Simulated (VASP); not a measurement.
# LiF (P6_3mc) in VASP: notebook

The runs below take LiF through single point, with PBE.

All numbers are computed with VASP 6.6.1; they aren't measurements. Logs are shortened: lines on timing, memory, paths and dates and some standing lists are left out, and cuts for length are marked.

### 1 The cell of the first run

It takes space group P6_3mc (No. 186, hexagonal). Conventional cell: a = 3.062 Å, b = 3.062 Å, c = 5.109 Å, α = 90.00°, β = 90.00°, γ = 120.00°. Li (site symmetry 3m) has 4 F at 1.82 to 2.13 Å within 2.4 Å. F (site symmetry 3m) has 4 Li at 1.82 to 2.13 Å within 2.4 Å.

### 2 Single point, PBE (c/a of the conventional cell at fixed volume 1.6685)

INCAR reads:

```
PREC = Accurate
ENCUT = 520
EDIFF = 1E-6
ISMEAR = 0
SIGMA = 0.05
LREAL = F
LASPH = T
NELM = 60
ALGO = Normal
ISIF = 2
LWAVE = F
LCHARG = F
GGA = PE
NBANDS = 18
```

KPOINTS reads:

```
regular mesh
0
Gamma
  9 9 6
```

POSCAR reads:

```
LiF
1.0
    3.0619407579      0.0000000000      0.0000000000
   -1.5309703789      2.6517184812      0.0000000000
    0.0000000000      0.0000000000      5.1088481545
Li F
2 2
Direct
    0.3333333333      0.6666666667      0.4116718394
    0.6666666667      0.3333333333      0.9116718394
    0.3333333333      0.6666666667      0.9939266766
    0.6666666667      0.3333333333      0.4939266766
```

Potentials or basis: VASP PAW PBE potentials, release 64 (Li_sv, F).

Started as:

```console
$ cat potpaw_PBE.64/Li_sv/POTCAR potpaw_PBE.64/F/POTCAR > POTCAR
$ mpirun -np 1 vasp_std > vasp.out
```

OUTCAR:

```text
PREC = Accurate
   ENCUT = 520
   EDIFF = 1E-6
   ISMEAR = 0
   LREAL = F
   LASPH = T
   NELM = 60
   ISIF = 2
   GGA = PE

 ion  position               nearest neighbor table
   1  0.333  0.667  0.412-   4 1.82   4 1.82   4 1.82   3 2.13
   2  0.667  0.333  0.912-   3 1.82   3 1.82   3 1.82   4 2.13
   3  0.333  0.667  0.994-   2 1.82   2 1.82   2 1.82   1 2.13
   4  0.667  0.333  0.494-   1 1.82   1 1.82   1 1.82   2 2.13

  LATTYP: Found a hexagonal cell.
 ALAT       =     3.0619407579
 C/A-ratio  =     1.6685000000

  Lattice vectors:

 A1 = (   3.0619407579,   0.0000000000,   0.0000000000)
 A2 = (  -1.5309703789,   2.6517184812,   0.0000000000)
 A3 = (   0.0000000000,   0.0000000000,   5.1088481545)

Analysis of symmetry for initial positions (statically):
=====================================================================
 Subroutine PRICEL returns:
 Original cell was already a primitive cell.

 Routine SETGRP: Setting up the symmetry group for a
 hexagonal supercell.

 Subroutine GETGRP returns: Found 12 space group operations
 (whereof  6 operations were pure point group operations)
 out of a pool of 24 trial point group operations.

The static configuration has the point symmetry C_3v.
 The point group associated with its full space group is C_6v.

Analysis of symmetry for dynamics (positions and initial velocities):
=====================================================================
 Subroutine PRICEL returns:
 Original cell was already a primitive cell.

 Routine SETGRP: Setting up the symmetry group for a
 hexagonal supercell.

 Subroutine GETGRP returns: Found 12 space group operations
 (whereof  6 operations were pure point group operations)
 out of a pool of 24 trial point group operations.

The dynamic configuration has the point symmetry C_3v.
 The point group associated with its full space group is C_6v.

 Subroutine INISYM returns: Found 12 space group operations
 (whereof  6 operations are pure point group operations),
 and found     1 'primitive' translations

----------------------------------------------------------------------------------------

                                     Primitive cell

  volume of cell :      41.4808

  direct lattice vectors                    reciprocal lattice vectors
     3.061940758  0.000000000  0.000000000     0.326590251  0.188556969  0.000000000
    -1.530970379  2.651718481  0.000000000     0.000000000  0.377113938  0.000000000
     0.000000000  0.000000000  5.108848155     0.000000000  0.000000000  0.195738838

  length of vectors
     3.061940758  3.061940758  5.108848155     0.377113938  0.377113938  0.195738838

  position of ions in fractional coordinates (direct lattice)
     0.333333333  0.666666667  0.411671839
     0.666666667  0.333333333  0.911671839
     0.333333333  0.666666667  0.993926677
     0.666666667  0.333333333  0.493926677

  ion indices of the primitive-cell ions
   primitive index   ion index
                 1           1
                 2           2
                 3           3
                 4           4

----------------------------------------------------------------------------------------

 KPOINTS: regular mesh

Automatic generation of k-mesh.
 Grid dimensions read from file:
 generate k-points for:    9    9    6

 Generating k-lattice:

  Cartesian coordinates                     Fractional coordinates (reciprocal lattice)
     0.036287806  0.020950774  0.000000000     0.111111111  0.000000000  0.000000000
     0.000000000  0.041901549  0.000000000     0.000000000  0.111111111  0.000000000
     0.000000000  0.000000000  0.032623140     0.000000000  0.000000000  0.166666667

  Length of vectors
     0.041901549  0.041901549  0.032623140

  Shift w.r.t. Gamma in fractional coordinates (k-lattice)
     0.000000000  0.000000000  0.000000000

 Subroutine IBZKPT returns following result:
 ===========================================

 Found     48 irreducible k-points:

 Following reciprocal coordinates:
            Coordinates               Weight
  0.000000  0.000000  0.000000      1.000000
  0.111111 -0.000000  0.000000      6.000000
  0.222222  0.000000  0.000000      6.000000
  0.333333 -0.000000  0.000000      6.000000
  0.444444  0.000000  0.000000      6.000000
  0.111111  0.111111  0.000000      6.000000
[... 16 lines left out ...]
  0.333333  0.222222  0.166667     24.000000
  0.333333  0.333333  0.166667      4.000000
 [... further k-points ...]
   k-points           NKPTS =     48   k-points in BZ     NKDIM =     48   number of bands    NBANDS=     18
   number of dos      NEDOS =    301   number of ions     NIONS =      4
   total plane-waves  NPLWV =  23040
   dimension x,y,z NGX =    24 NGY =   24 NGZ =   40
   dimension x,y,z NGXF=    48 NGYF=   48 NGZF=   80
   ions per type =               2   2
   NGX,Y,Z   is equivalent  to a cutoff of  13.03, 13.03, 13.02 a.u.
   NGXF,Y,Z  is equivalent  to a cutoff of  26.06, 26.06, 26.03 a.u.
 SYSTEM =  unknown system
   PREC   = accura    normal or accurate (medium, high low for compatibility)
   ISTART =      0    job   : 0-new  1-cont  2-samecut
   ICHARG =      2    charge: 1-file 2-atom 10-const
   ISPIN  =      1    spin polarized calculation?
   LNONCOLLINEAR =      F non collinear calculations
   LSORBIT =      F    spin-orbit coupling
   LASPH  =      T    aspherical Exc in radial PAW
   ENCUT  =  520.0 eV  38.22 Ry    6.18 a.u.   5.69  5.69  9.50*2*pi/ulx,y,z
   NELM   =     60;   NELMIN=  2; NELMDL= -5     # of ELM steps
   EDIFF  = 0.1E-05   stopping-criterion for ELM
   LREAL  =      F    real-space projection
   EDIFFG = 0.1E-04   stopping-criterion for IOM
   NSW    =      0    number of steps for IOM
   IBRION =     -1    ionic relax: 0-MD 1-quasi-New 2-CG
   NFREE  =      0    steps in history (QN), initial steepest desc. (CG)
   ISIF   =      2    stress and relaxation
   ISYM   =      2    0-nonsym 1-usesym 2-fastsym
   POTIM  = 0.5000    time-step for ionic-motion
   TEBEG  =    0.0;   TEEND  =   0.0 temperature during run
   PSTRESS=    0.0 pullay stress
   NELECT =      20.0000    total number of electrons
   NUPDOWN=      -1.0000    fix difference up-down
   EMIN   =  10.00;   EMAX   =-10.00  energy-range for DOS
   EFERMI =   0.00;   METHOD = LEGACY
   ISMEAR =     0;   SIGMA  =   0.05  broadening in eV -4-tet -1-fermi 0-gaus
   EFERMI_NEDOS =   21; number of points for ismear=-14 and -15
   IALGO  =     38    algorithm
   IMIX   =      4    mixing-type and parameters
     AMIX     =   0.40;   BMIX     =  1.00
     AMIX_MAG =   1.60;   BMIX_MAG =  1.00
  volume/ion in A,a.u.               =      10.37        69.98
  Fermi-wavevector in a.u.,A,eV,Ry     =   1.283716  2.425872 22.421420  1.647928
  Thomas-Fermi vector in A             =   2.415953
   LORBIT       =      0    0 simple, 1 ext, 2 COOP (PROOUT), +10 PAW based schemes
   GGA     = PE    functional components
   LHFCALC =     F    Hartree Fock is set to
   AEXX    =    0.0000 exact exchange contribution
   IVDW    =     0    specifies the selected vdW correction
   LEPSILON=     F    determine dielectric tensor
   LRPA    =     F    only Hartree local field effects (RPA)
 non-spin polarized calculation
 Gauss-broadening in eV      SIGMA  =   0.05
  energy-cutoff  :      520.00
  volume of cell :       41.48
 maximum number of plane-waves:      1132
 NGX is ok and might be reduce to    24
   NGX = 11   NGY = 11   NGZ = 19

 number of electron      19.9999966 magnetization

 Free energy of the ion-electron system (eV)
  ---------------------------------------------------
  ext. energy  EPLUGINS =         0.00000000
  ---------------------------------------------------
  free energy    TOTEN  =       -19.19010779 eV

  energy without entropy =      -19.19010779  energy(sigma->0) =      -19.19010779

 E-fermi :  -2.4068     XC(G=0):  -8.6269

 val. band max:       -2.6347438454   @ k =   0.0000   0.0000   0.0000
 cond. band min:       4.8681849528   @ k =   0.0000   0.0000   0.0000
 fundamental gap:      7.5029287982
 Fermi energy:        -2.4068147361

 k-point     1 :       0.0000    0.0000    0.0000
  band No.  band energies     occupation
      1     -43.1871      2.00000
      2     -43.1634      2.00000
      3     -22.0477      2.00000
      4     -21.8282      2.00000
      5      -4.7574      2.00000
      6      -3.1080      2.00000
[... 10 lines left out ...]
     17      16.8934      0.00000
     18      16.8935      0.00000

 k-point     2 :       0.1111   -0.0000    0.0000
  band No.  band energies     occupation
      1     -43.1833      2.00000
      2     -43.1609      2.00000
      3     -22.0351      2.00000
      4     -21.8272      2.00000
      5      -4.6781      2.00000
      6      -3.2401      2.00000
[... 10 lines left out ...]
     17      17.0845      0.00000
     18      17.1584      0.00000

 k-point     3 :       0.2222    0.0000    0.0000
  band No.  band energies     occupation
      1     -43.1738      2.00000
      2     -43.1549      2.00000
      3     -22.0017      2.00000
      4     -21.8276      2.00000
      5      -4.4697      2.00000
      6      -3.6108      2.00000
[... 10 lines left out ...]
     17      17.0355      0.00000
     18      17.5029      0.00000

 k-point     4 :       0.3333   -0.0000    0.0000
  band No.  band energies     occupation
      1     -43.1622      2.00000
      2     -43.1485      2.00000
      3     -21.9568      2.00000
      4     -21.8326      2.00000
      5      -4.3261      2.00000
      6      -3.8986      2.00000
[... 375 lines left out ...]
      4     -21.8440      2.00000
      5      -4.3153      2.00000
      6      -4.1008      2.00000
[... 10 lines left out ...]
     17      16.0805      0.00000
     18      18.2495      0.00000

 k-point    23 :       0.3333    0.2222    0.1667
  band No.  band energies     occupation
      1     -43.1492      2.00000
      2     -43.1446      2.00000
      3     -21.8955      2.00000
      4     -21.8548      2.00000
      5      -4.5504      2.00000
      6      -3.9995      2.00000
[... 10 lines left out ...]
     17      15.5039      0.00000
     18      17.9576      0.00000

 k-point    24 :       0.3333    0.3333    0.1667
  band No.  band energies     occupation
      1     -43.1453      2.00000
      2     -43.1453      2.00000
      3     -21.8711      2.00000
      4     -21.8711      2.00000
      5      -4.6260      2.00000
      6      -3.9536      2.00000
[... 10 lines left out ...]
     17      15.2416      0.00000
     18      18.2806      0.00000

 [... further k-points ...]

------------------------ aborting loop because EDIFF is reached ----------------------------------------

  FORCE on cell =-STRESS in cart. coord.  units (eV):
  Direction    XX          YY          ZZ          XY          YZ          ZX
  --------------------------------------------------------------------------------------
  -------------------------------------------------------------------------------------
  Total        1.0970804      1.0970804     -0.9550152      0.0000000     -0.0000000      0.0000000
  in kB       42.3742342     42.3742342    -36.8870269      0.0000000     -0.0000000      0.0000000
  external PRESSURE =      15.9538138 kB  Pullay stress =       0.0000000 kB

 VOLUME and BASIS-vectors are now :
 -----------------------------------------------------------------------------
  energy-cutoff  :      520.00
  volume of cell :       41.48
      direct lattice vectors                 reciprocal lattice vectors
     3.061940758  0.000000000  0.000000000     0.326590251  0.188556969  0.000000000
    -1.530970379  2.651718481  0.000000000     0.000000000  0.377113938  0.000000000
     0.000000000  0.000000000  5.108848155     0.000000000  0.000000000  0.195738838

 POSITION                                       TOTAL-FORCE (eV/Angst)
 -----------------------------------------------------------------------------------
     -0.00000      1.76781      2.10317        -0.000000      0.000000     -0.329079
      1.53097      0.88391      4.65759         0.000000      0.000000     -0.329079
     -0.00000      1.76781      5.07782        -0.000000      0.000000      0.329079
      1.53097      0.88391      2.52340         0.000000     -0.000000      0.329079
 -----------------------------------------------------------------------------------
    total drift:                                0.000001      0.000001      0.000569

  FREE ENERGIE OF THE ION-ELECTRON SYSTEM (eV)
  ---------------------------------------------------
  free  energy   TOTEN  =       -19.1901077949 eV

  energy  without entropy=      -19.1901077949  energy(sigma->0) =      -19.19010779
```

It took 86 s on 1 thread of AMD EPYC 7R13, shared host; peak memory 0.13 GiB.

What came out:

| Quantity | Value |
| --- | --- |
| Free energy | -19.1901 eV |
| Largest force | 0.329 eV/Å |
| Band gap on the k mesh | 7.50 eV, direct |

Forces in eV/Å, atoms in the order of the input:
```
Li   0.000  0.000 -0.329
Li   0.000  0.000 -0.329
F    0.000  0.000  0.329
F    0.000  0.000  0.329
```

Caveat: the cutoff is under 1.25 times the usual one of these potentials, so pressure, stress and relaxed cells hold a basis-set (Pulay) error. A k mesh can miss the band edges.

### 3 Single point, PBE (c/a of the conventional cell at fixed volume 1.4427)

INCAR reads:

```
SYSTEM = LiF
  PREC = Accurate
  ENCUT = 520
  EDIFF = 1E-7
  ISMEAR = 0
  SIGMA = 0.05
  LREAL = .FALSE.
  LASPH = .TRUE.
  NELM = 60
  ALGO = Normal
  ISIF = 2
  LWAVE = .FALSE.
  LCHARG = .TRUE.
  GGA = PE
  LELF = .TRUE.
  LVHAR = .TRUE.
  NBANDS = 18
```

KPOINTS reads:

```
regular mesh
0
G
  9 9 6
  0 0 0
```

POSCAR reads:

```
LiF
1.0
    3.2140071864      0.0000000000      0.0000000000
   -1.6070035932      2.7834118714      0.0000000000
    0.0000000000      0.0000000000      4.6368481678
Li F
2 2
Direct
    0.3333333333      0.6666666667      0.4218720114
    0.6666666667      0.3333333333      0.9218720114
    0.3333333333      0.6666666667      0.9939266766
    0.6666666667      0.3333333333      0.4939266766
```

Potentials or basis: VASP PAW PBE potentials, release 64 (Li_sv, F).

Started as:

```console
$ cat potpaw_PBE.64/Li_sv/POTCAR potpaw_PBE.64/F/POTCAR > POTCAR
$ mpirun -np 1 vasp_std > vasp.out
```

Run time: 89 s. Hardware: 1 thread of AMD EPYC 7R13, shared host; peak memory 0.13 GiB.

It converged, with:

```
Free energy            : -19.2725 eV
Largest force          : 0.122 eV/Å
Band gap on the k mesh : 7.34 eV, direct
```

Forces in eV/Å, atoms in the order of the input:
```
Li   0.000  0.000 -0.122
Li   0.000  0.000 -0.122
F    0.000  0.000  0.122
F    0.000  0.000  0.122
```

Levels at points of the mesh, in eV from the valence-band top:
```
           k point  band 7  band 8  band 9  band 10  band 11  band 12  band 13  band 14
(0.00, 0.00, 0.00)   -0.84   -0.44   -0.44     0.00     7.34    12.16    14.99    17.28
(0.00, 0.00, 0.50)   -0.64   -0.64   -0.64    -0.64     9.24     9.24    17.43    17.43
```

Caveat: the cutoff is under 1.25 times the usual one of these potentials, so pressure, stress and relaxed cells hold a basis-set (Pulay) error. A k mesh can miss the band edges.

### 4 Single point, PBE (c/a of the conventional cell at fixed volume 1.6685)

INCAR reads:

```
SYSTEM = LiF
PREC = Accurate
ENCUT = 520
EDIFF = 1E-7
ISMEAR = 0
SIGMA = 0.05
LREAL = .FALSE.
LASPH = .TRUE.
NELM = 100
ALGO = Normal
ISIF = 2
LWAVE = .FALSE.
LCHARG = .FALSE.
GGA = PE
NBANDS = 18
```

KPOINTS is that of step 3.

POSCAR reads:

```
LiF
1.0
    3.0619407579      0.0000000000      0.0000000000
   -1.5309703789      2.6517184812      0.0000000000
    0.0000000000      0.0000000000      5.1088481545
Li F
2 2
Direct
    0.3333333333      0.6666666667      0.3300704633
    0.6666666667      0.3333333333      0.8300704633
    0.3333333333      0.6666666667      0.9939266766
    0.6666666667      0.3333333333      0.4939266766
```

Started as:

```console
$ cat potpaw_PBE.64/Li_sv/POTCAR potpaw_PBE.64/F/POTCAR > POTCAR
$ mpirun -np 1 vasp_std > vasp.out
```

Wall time 83 s (1 thread of AMD EPYC 7R13, shared host); peak memory 0.14 GiB.

Results (log left out):

| Quantity | Value |
| --- | --- |
| Free energy | -19.1271 eV |
| Largest force | 0.976 eV/Å |
| Band gap on the k mesh | 7.51 eV, direct |

Forces in eV/Å, atoms in the order of the input:
```
Li   0.000  0.000  0.976
Li   0.000  0.000  0.976
F    0.000  0.000 -0.976
F    0.000  0.000 -0.976
```

Levels at points of the mesh, in eV from the valence-band top:
| k point | band 8 | band 9 | band 10 | band 11 | band 12 | band 13 |
| --- | --- | --- | --- | --- | --- | --- |
| (0.00, 0.00, 0.00) | -0.25 | 0.00 | 0.00 | 7.51 | 11.50 | 14.15 |
| (0.00, 0.00, 0.50) | -0.13 | -0.13 | -0.13 | 8.96 | 8.96 | 17.01 |

Caveat: the cutoff is under 1.25 times the usual one of these potentials, so pressure, stress and relaxed cells hold a basis-set (Pulay) error.
